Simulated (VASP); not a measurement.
# Cu2As3 (Pm-3m) in VASP: further runs

Cu2As3 is run at these levels: PBE; tasks: single point, relaxation of cell and atoms.

Program: VASP 6.6.1. These are calculated values, not measurements. Logs are shortened: lines on timing, memory, paths and dates and some standing lists are left out, and cuts for length are marked.

## Step 1: The cell of the first run

Symmetry: Pm-3m, No. 221, cubic system. Conventional cell: a = 4.690 Å, b = 4.690 Å, c = 4.690 Å, α = 90.00°, β = 90.00°, γ = 90.00°. Cu (site symmetry m-3m) has 12 As at 3.32 Å and 8 Cu at 4.06 Å within 4.4 Å. Cu (site symmetry m-3m) has 6 As at 2.34 Å within 3.1 Å. Within 3.1 Å of As (site symmetry 4/mmm) lie 2 Cu at 2.34 Å.

## Step 2: Single point, PBE

File INCAR:

```
SYSTEM = Cu2As3
PREC = Accurate
ENCUT = 520
EDIFF = 1E-7
ISMEAR = 0
SIGMA = 0.1
LREAL = .False.
LASPH = .True.
NELM = 100
ALGO = Normal
ISIF = 2
LWAVE = .False.
LCHARG = .False.
GGA = PE
NBANDS = 26
```

File KPOINTS:

```
Automatic mesh
0
Gamma
  8 8 8
  0 0 0
```

File POSCAR:

```
Cu2As3
1.0
    4.6895062569      0.0000000000      0.0000000000
    0.0000000000      4.6895062569      0.0000000000
    0.0000000000      0.0000000000      4.6895062569
Cu As
2 3
Direct
    0.0000000000      0.0000000000      0.0000000000
    0.5000000000      0.5000000000      0.5000000000
    0.0000000000      0.5000000000      0.5000000000
    0.5000000000      0.0000000000      0.5000000000
    0.5000000000      0.5000000000      0.0000000000
```

Potentials or basis: VASP PAW PBE potentials, release 64 (Cu, As).

The run is started by

```console
cat potpaw_PBE.64/Cu/POTCAR potpaw_PBE.64/As/POTCAR > POTCAR
mpirun -np 1 vasp_std > vasp.out
```

OUTCAR:

```text
SYSTEM = Cu2As3
   PREC = Accurate
   ENCUT = 520
   EDIFF = 1E-7
   ISMEAR = 0
   LREAL = .False.
   LASPH = .True.
   NELM = 100
   ISIF = 2
   GGA = PE

 ion  position               nearest neighbor table
   1  0.000  0.000  0.000-
   2  0.500  0.500  0.500-   3 2.34   4 2.34   5 2.34   5 2.34   4 2.34   3 2.34
   3  0.000  0.500  0.500-   2 2.34   2 2.34
   4  0.500  0.000  0.500-   2 2.34   2 2.34
   5  0.500  0.500  0.000-   2 2.34   2 2.34

  LATTYP: Found a simple cubic cell.
 ALAT       =     4.6895062569

  Lattice vectors:

 A1 = (   4.6895062569,   0.0000000000,   0.0000000000)
 A2 = (   0.0000000000,   4.6895062569,   0.0000000000)
 A3 = (   0.0000000000,   0.0000000000,   4.6895062569)

Analysis of symmetry for initial positions (statically):
=====================================================================
 Subroutine PRICEL returns:
 Original cell was already a primitive cell.

 Routine SETGRP: Setting up the symmetry group for a
 simple cubic supercell.

 Subroutine GETGRP returns: Found 48 space group operations
 (whereof 48 operations were pure point group operations)
 out of a pool of 48 trial point group operations.

The static configuration has the point symmetry O_h .

Analysis of symmetry for dynamics (positions and initial velocities):
=====================================================================
 Subroutine PRICEL returns:
 Original cell was already a primitive cell.

 Routine SETGRP: Setting up the symmetry group for a
 simple cubic supercell.

 Subroutine GETGRP returns: Found 48 space group operations
 (whereof 48 operations were pure point group operations)
 out of a pool of 48 trial point group operations.

The dynamic configuration has the point symmetry O_h .

 Subroutine INISYM returns: Found 48 space group operations
 (whereof 48 operations are pure point group operations),
 and found     1 'primitive' translations

----------------------------------------------------------------------------------------

                                     Primitive cell

  volume of cell :     103.1291

  direct lattice vectors                    reciprocal lattice vectors
     4.689506257  0.000000000  0.000000000     0.213242065  0.000000000  0.000000000
     0.000000000  4.689506257  0.000000000     0.000000000  0.213242065  0.000000000
     0.000000000  0.000000000  4.689506257     0.000000000  0.000000000  0.213242065

  length of vectors
     4.689506257  4.689506257  4.689506257     0.213242065  0.213242065  0.213242065

  position of ions in fractional coordinates (direct lattice)
     0.000000000  0.000000000  0.000000000
     0.500000000  0.500000000  0.500000000
     0.000000000  0.500000000  0.500000000
     0.500000000  0.000000000  0.500000000
     0.500000000  0.500000000  0.000000000

  ion indices of the primitive-cell ions
   primitive index   ion index
                 1           1
                 2           2
                 3           3
                 4           4
                 5           5

----------------------------------------------------------------------------------------

 KPOINTS: Automatic mesh

Automatic generation of k-mesh.
 Grid dimensions read from file:
 generate k-points for:    8    8    8

 Generating k-lattice:

  Cartesian coordinates                     Fractional coordinates (reciprocal lattice)
     0.026655258  0.000000000  0.000000000     0.125000000  0.000000000  0.000000000
     0.000000000  0.026655258  0.000000000     0.000000000  0.125000000  0.000000000
     0.000000000  0.000000000  0.026655258     0.000000000  0.000000000  0.125000000

  Length of vectors
     0.026655258  0.026655258  0.026655258

  Shift w.r.t. Gamma in fractional coordinates (k-lattice)
     0.000000000  0.000000000  0.000000000

 Subroutine IBZKPT returns following result:
 ===========================================

 Found     35 irreducible k-points:

 Following reciprocal coordinates:
            Coordinates               Weight
  0.000000  0.000000  0.000000      1.000000
  0.125000  0.000000  0.000000      6.000000
  0.250000  0.000000  0.000000      6.000000
  0.375000  0.000000  0.000000      6.000000
  0.500000  0.000000  0.000000      3.000000
  0.125000  0.125000  0.000000     12.000000
[... 16 lines left out ...]
  0.375000  0.375000  0.125000     24.000000
  0.500000  0.375000  0.125000     24.000000
 [... further k-points ...]
   k-points           NKPTS =     35   k-points in BZ     NKDIM =     35   number of bands    NBANDS=     26
   number of dos      NEDOS =    301   number of ions     NIONS =      5
   total plane-waves  NPLWV =  46656
   dimension x,y,z NGX =    36 NGY =   36 NGZ =   36
   dimension x,y,z NGXF=    72 NGYF=   72 NGZF=   72
   ions per type =               2   3
   NGX,Y,Z   is equivalent  to a cutoff of  12.76, 12.76, 12.76 a.u.
   NGXF,Y,Z  is equivalent  to a cutoff of  25.52, 25.52, 25.52 a.u.
 SYSTEM =  Cu2As3
   PREC   = accura    normal or accurate (medium, high low for compatibility)
   ISTART =      0    job   : 0-new  1-cont  2-samecut
   ICHARG =      2    charge: 1-file 2-atom 10-const
   ISPIN  =      1    spin polarized calculation?
   LNONCOLLINEAR =      F non collinear calculations
   LSORBIT =      F    spin-orbit coupling
   LASPH  =      T    aspherical Exc in radial PAW
   ENCUT  =  520.0 eV  38.22 Ry    6.18 a.u.   8.72  8.72  8.72*2*pi/ulx,y,z
   NELM   =    100;   NELMIN=  2; NELMDL= -5     # of ELM steps
   EDIFF  = 0.1E-06   stopping-criterion for ELM
   LREAL  =      F    real-space projection
   EDIFFG = 0.1E-05   stopping-criterion for IOM
   NSW    =      0    number of steps for IOM
   IBRION =     -1    ionic relax: 0-MD 1-quasi-New 2-CG
   NFREE  =      0    steps in history (QN), initial steepest desc. (CG)
   ISIF   =      2    stress and relaxation
   ISYM   =      2    0-nonsym 1-usesym 2-fastsym
   POTIM  = 0.5000    time-step for ionic-motion
   TEBEG  =    0.0;   TEEND  =   0.0 temperature during run
   PSTRESS=    0.0 pullay stress
   NELECT =      37.0000    total number of electrons
   NUPDOWN=      -1.0000    fix difference up-down
   EMIN   =  10.00;   EMAX   =-10.00  energy-range for DOS
   EFERMI =   0.00;   METHOD = LEGACY
   ISMEAR =     0;   SIGMA  =   0.10  broadening in eV -4-tet -1-fermi 0-gaus
   EFERMI_NEDOS =   21; number of points for ismear=-14 and -15
   IALGO  =     38    algorithm
   IMIX   =      4    mixing-type and parameters
     AMIX     =   0.40;   BMIX     =  1.00
     AMIX_MAG =   1.60;   BMIX_MAG =  1.00
  volume/ion in A,a.u.               =      20.63       139.19
  Fermi-wavevector in a.u.,A,eV,Ry     =   1.163273  2.198267 18.411457  1.353204
  Thomas-Fermi vector in A             =   2.299825
   LORBIT       =      0    0 simple, 1 ext, 2 COOP (PROOUT), +10 PAW based schemes
   GGA     = PE    functional components
   LHFCALC =     F    Hartree Fock is set to
   AEXX    =    0.0000 exact exchange contribution
   IVDW    =     0    specifies the selected vdW correction
   LEPSILON=     F    determine dielectric tensor
   LRPA    =     F    only Hartree local field effects (RPA)
 non-spin polarized calculation
 Gauss-broadening in eV      SIGMA  =   0.10
  energy-cutoff  :      520.00
  volume of cell :      103.13
 maximum number of plane-waves:      2801
 NGX is ok and might be reduce to    36
   NGX = 17   NGY = 17   NGZ = 17

 number of electron      37.0000010 magnetization

 Free energy of the ion-electron system (eV)
  ---------------------------------------------------
  ext. energy  EPLUGINS =         0.00000000
  ---------------------------------------------------
  free energy    TOTEN  =       -17.42802044 eV

  energy without entropy =      -17.41201063  energy(sigma->0) =      -17.42001553

 E-fermi :   4.4962     XC(G=0): -10.0471

 val. band max:        4.4922010106   @ k =   0.3750   0.2500   0.1250
 cond. band min:       4.5119846496   @ k =   0.5000   0.3750   0.0000
 fundamental gap:      0.0197836390
 Fermi energy:         4.4961561894

 k-point     1 :       0.0000    0.0000    0.0000
  band No.  band energies     occupation
      1      -8.7776      2.00000
      2      -5.5215      2.00000
      3      -5.5215      2.00000
      4      -0.1546      2.00000
      5      -0.1546      2.00000
      6      -0.1546      2.00000
[... 18 lines left out ...]
     25      10.4886      0.00000
     26      10.4886      0.00000

 k-point     2 :       0.1250    0.0000    0.0000
  band No.  band energies     occupation
      1      -8.6988      2.00000
      2      -5.6524      2.00000
      3      -5.5096      2.00000
      4      -0.4550      2.00000
      5      -0.1331      2.00000
      6      -0.1331      2.00000
[... 18 lines left out ...]
     25      10.5153      0.00000
     26      10.8990      0.00000

 k-point     3 :       0.2500    0.0000    0.0000
  band No.  band energies     occupation
      1      -8.4757      2.00000
      2      -6.0089      2.00000
      3      -5.4804      2.00000
      4      -0.8048      2.00000
      5      -0.0851      2.00000
      6      -0.0851      2.00000
[... 18 lines left out ...]
     25      10.1778      0.00000
     26      11.1995      0.00000

 k-point     4 :       0.3750    0.0000    0.0000
  band No.  band energies     occupation
      1      -8.1674      2.00000
      2      -6.4575      2.00000
      3      -5.4506      2.00000
      4      -0.9530      2.00000
      5      -0.0439      2.00000
      6      -0.0439      2.00000
[... 18 lines left out ...]
     25      10.7820      0.00000
     26      10.7835      0.00000
[... 496 lines left out ...]
      1      -7.5755      2.00000
      2      -6.5753      2.00000
      3      -5.8133      2.00000
      4      -1.3002      2.00000
      5      -0.5742      2.00000
      6      -0.5209      2.00000
[... 18 lines left out ...]
     25       9.4935      0.00000
     26      10.8426      0.00000

 k-point    23 :       0.3750    0.3750    0.1250
  band No.  band energies     occupation
      1      -7.4441      2.00000
      2      -6.3523      2.00000
      3      -6.1074      2.00000
      4      -1.5222      2.00000
      5      -0.7616      2.00000
      6      -0.6437      2.00000
[... 18 lines left out ...]
     25      10.0124      0.00000
     26      11.1027      0.00000

 k-point    24 :       0.5000    0.3750    0.1250
  band No.  band energies     occupation
      1      -7.2159      2.00000
      2      -6.5003      2.00000
      3      -6.1706      2.00000
      4      -1.5861      2.00000
      5      -0.9250      2.00000
      6      -0.6633      2.00000
[... 18 lines left out ...]
     25      10.1588      0.00000
     26      10.5772      0.00000

 [... further k-points ...]
[... 5 lines left out ...]
  --------------------------------------------------------------------------------------
  -------------------------------------------------------------------------------------
  Total        0.0819816      0.0819816      0.0819816     -0.0000000      0.0000000     -0.0000000
  in kB        1.2736370      1.2736370      1.2736370     -0.0000000      0.0000000     -0.0000000
  external PRESSURE =       1.2736370 kB  Pullay stress =       0.0000000 kB

 VOLUME and BASIS-vectors are now :
 -----------------------------------------------------------------------------
  energy-cutoff  :      520.00
  volume of cell :      103.13
      direct lattice vectors                 reciprocal lattice vectors
     4.689506257  0.000000000  0.000000000     0.213242065  0.000000000  0.000000000
     0.000000000  4.689506257  0.000000000     0.000000000  0.213242065  0.000000000
     0.000000000  0.000000000  4.689506257     0.000000000  0.000000000  0.213242065

 POSITION                                       TOTAL-FORCE (eV/Angst)
 -----------------------------------------------------------------------------------
      0.00000      0.00000      0.00000         0.000000      0.000000      0.000000
      2.34475      2.34475      2.34475         0.000000      0.000000      0.000000
      0.00000      2.34475      2.34475         0.000000      0.000000      0.000000
      2.34475      0.00000      2.34475         0.000000      0.000000      0.000000
      2.34475      2.34475      0.00000         0.000000      0.000000      0.000000
 -----------------------------------------------------------------------------------
    total drift:                                0.000000      0.000000      0.000000

  FREE ENERGIE OF THE ION-ELECTRON SYSTEM (eV)
  ---------------------------------------------------
  free  energy   TOTEN  =       -17.4280204365 eV

  energy  without entropy=      -17.4120106271  energy(sigma->0) =      -17.42001553
```

Wall time 1.9 min (1 thread of Intel Xeon Platinum 8259CL at 2.50GHz (Skylake/Cascade Lake), shared host); peak memory 0.25 GiB.

Results:

```
Free energy : -17.4280 eV
Pressure    : 0.1 GPa
```

## Step 3: Relaxation of cell and atoms, PBE

This run uses another cell than the first one, of 20.82 Å³/atom, 1.009 times its volume.

File INCAR:

```
  PREC = Accurate
  ENCUT = 600
  EDIFF = 1E-6
  ISMEAR = 0
  SIGMA = 0.1
  LREAL = False
  LASPH = True
  NELM = 100
  ALGO = Normal
  ISIF = 3
  LWAVE = False
  LCHARG = False
  GGA = PE
  IBRION = 2
  NSW = 100
  EDIFFG = -0.01
```

File KPOINTS:

```
Automatic mesh
0
Gamma
  8 8 8
```

POSCAR: that of step 2 with these lines changed.

```diff
@@ -2,5 +2,5 @@
 1.0
-    4.6895062569      0.0000000000      0.0000000000
-    0.0000000000      4.6895062569      0.0000000000
-    0.0000000000      0.0000000000      4.6895062569
+    4.7040079584      0.0000000000      0.0000000000
+    0.0000000000      4.7040079584      0.0000000000
+    0.0000000000      0.0000000000      4.7040079584
 Cu As
```

Potentials or basis: VASP PAW PBE potentials, release 64 (Cu, As).

The run is started by

```console
cat potpaw_PBE.64/Cu/POTCAR potpaw_PBE.64/As/POTCAR > POTCAR
mpirun -np 1 vasp_std > vasp.out
```

OUTCAR:

```text
PREC = Accurate
   ENCUT = 600
   EDIFF = 1E-6
   ISMEAR = 0
   LREAL = False
   LASPH = True
   NELM = 100
   ISIF = 3
   GGA = PE
   IBRION = 2
   NSW = 100
   EDIFFG = -0.01

 ion  position               nearest neighbor table
   1  0.000  0.000  0.000-
   2  0.500  0.500  0.500-   3 2.35   4 2.35   5 2.35   5 2.35   4 2.35   3 2.35
   3  0.000  0.500  0.500-   2 2.35   2 2.35
   4  0.500  0.000  0.500-   2 2.35   2 2.35
   5  0.500  0.500  0.000-   2 2.35   2 2.35

  LATTYP: Found a simple cubic cell.
 ALAT       =     4.7040079584

  Lattice vectors:

 A1 = (   4.7040079584,   0.0000000000,   0.0000000000)
 A2 = (   0.0000000000,   4.7040079584,   0.0000000000)
 A3 = (   0.0000000000,   0.0000000000,   4.7040079584)

Analysis of symmetry for initial positions (statically):
=====================================================================
 Subroutine PRICEL returns:
 Original cell was already a primitive cell.

 Routine SETGRP: Setting up the symmetry group for a
 simple cubic supercell.
[... 173 lines left out ...]
  free energy    TOTEN  =       -17.42723555 eV

  energy without entropy =      -17.41096547  energy(sigma->0) =      -17.41910051

------------------------ aborting loop because EDIFF is reached ----------------------------------------

  FORCE on cell =-STRESS in cart. coord.  units (eV):
  Direction    XX          YY          ZZ          XY          YZ          ZX
  --------------------------------------------------------------------------------------
  -------------------------------------------------------------------------------------
  Total       -0.3292811     -0.3292811     -0.3292811      0.0000000      0.0000000     -0.0000000
  in kB       -5.0684278     -5.0684278     -5.0684278      0.0000000      0.0000000     -0.0000000
  external PRESSURE =      -5.0684278 kB  Pullay stress =       0.0000000 kB
[... 65 lines left out ...]
--------------------------------------- Ionic step        3  -------------------------------------------

 number of electron      37.0000002 magnetization

 Free energy of the ion-electron system (eV)
  ---------------------------------------------------
  ext. energy  EPLUGINS =         0.00000000
  ---------------------------------------------------
  free energy    TOTEN  =       -17.42841053 eV

  energy without entropy =      -17.41234911  energy(sigma->0) =      -17.42037982

 E-fermi :   4.4792     XC(G=0): -10.0393

 val. band max:        4.4750930447   @ k =   0.3750   0.2500   0.1250
 cond. band min:       4.4950026071   @ k =   0.5000   0.3750   0.0000
 fundamental gap:      0.0199095624
 Fermi energy:         4.4791501614

 k-point     1 :       0.0000    0.0000    0.0000
  band No.  band energies     occupation
      1      -8.7825      2.00000
      2      -5.5352      2.00000
      3      -5.5352      2.00000
      4      -0.1624      2.00000
      5      -0.1624      2.00000
      6      -0.1624      2.00000
[... 589 lines left out ...]
     21       5.9899      0.00000
     22       6.5738      0.00000

 [... further k-points ...]
[... 5 lines left out ...]
  --------------------------------------------------------------------------------------
  -------------------------------------------------------------------------------------
  Total        0.0061494      0.0061494      0.0061494      0.0000000      0.0000000     -0.0000000
  in kB        0.0953703      0.0953703      0.0953703      0.0000000      0.0000000     -0.0000000
  external PRESSURE =       0.0953703 kB  Pullay stress =       0.0000000 kB
[... 20 lines left out ...]
  FREE ENERGIE OF THE ION-ELECTRON SYSTEM (eV)
  ---------------------------------------------------
  free  energy   TOTEN  =       -17.4284105337 eV

  energy  without entropy=      -17.4123491134  energy(sigma->0) =      -17.42037982

 reached required accuracy - stopping structural energy minimisation
```

Wall time 4.3 min (1 thread of Intel Xeon Platinum 8259CL at 2.50GHz (Skylake/Cascade Lake), shared host); peak memory 0.3 GiB.

Results:

| Property | Result |
| --- | --- |
| Free energy | -17.4284 eV |
| Relaxed volume | 20.66 Å³/atom |
| Relaxed cell | a = 4.692 Å, b = 4.692 Å, c = 4.692 Å, α = 90.00°, β = 90.00°, γ = 90.00° |
| Space group after relaxing (to 0.05 Å) | Pm-3m (No. 221) |
| Energy gained by relaxing | 0.2 meV/atom |
| Ionic steps | 3 |
| Pressure after relaxing | 0.0 GPa |

The path:
```csv
step,energy change (eV),largest force (eV/Å),pressure (GPa),volume (Å³)
1,0.0000,0.0000,-0.51,104.09
2,-0.0011,0.0000,0.10,103.10
3,-0.0012,0.0000,0.01,103.31
```

Final structure:
```yaml
crystal:
  lattice:
    - [4.69221, 0.00000, 0.00000]
    - [0.00000, 4.69221, 0.00000]
    - [0.00000, 0.00000, 4.69221]
  atoms:
    - { symbol: Cu, position: [0.00000, 0.00000, 0.00000] }
    - { symbol: Cu, position: [0.50000, 0.50000, 0.50000] }
    - { symbol: As, position: [0.00000, 0.50000, 0.50000] }
    - { symbol: As, position: [0.50000, 0.00000, 0.50000] }
    - { symbol: As, position: [0.50000, 0.50000, 0.00000] }
```
